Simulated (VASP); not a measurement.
BaTe:

```
Ba Te
1.0
     0.00000    3.34039    3.34039
     3.34039    0.00000    3.34039
     3.34039    3.34039    0.00000
Ba Te
1 1
Direct
  0.00000 0.00000 0.00000
  0.50000 0.50000 0.50000
```

This cell differs from its parent crystal: volume scaled by 0.94.

Base run:

| Property | Result |
| --- | --- |
| Program | VASP 6.6.1 |
| Functional | PBE |
| Potentials or basis | VASP PAW PBE potentials, release 64 (Ba_sv, Te) |
| Cutoff | 520 eV |
| k mesh | 7 × 7 × 7 |
| Occupations | fermi-dirac, width 0.05 eV |
| Spin | no spin polarisation |

Its results: band gap on the k mesh 1.21 eV, indirect (least direct gap 1.58 eV); pressure 7.5 GPa.

**Question.** After a change of settings the same cell gave: band gap on the k mesh 1.09 eV, indirect (least direct gap 1.46 eV); pressure 4.1 GPa. Which change was it?
A. functional from PBE to LDA; potentials or basis from VASP PAW PBE potentials, release 64 (Ba_sv, Te) to VASP PAW LDA potentials, release 64 (Ba_sv, Te)
B. functional from PBE to r2SCAN
C. functional from PBE to PBEsol

**Answer.** A.

Caveats: spin-orbit coupling is left out, which moves the levels of the heavy elements.
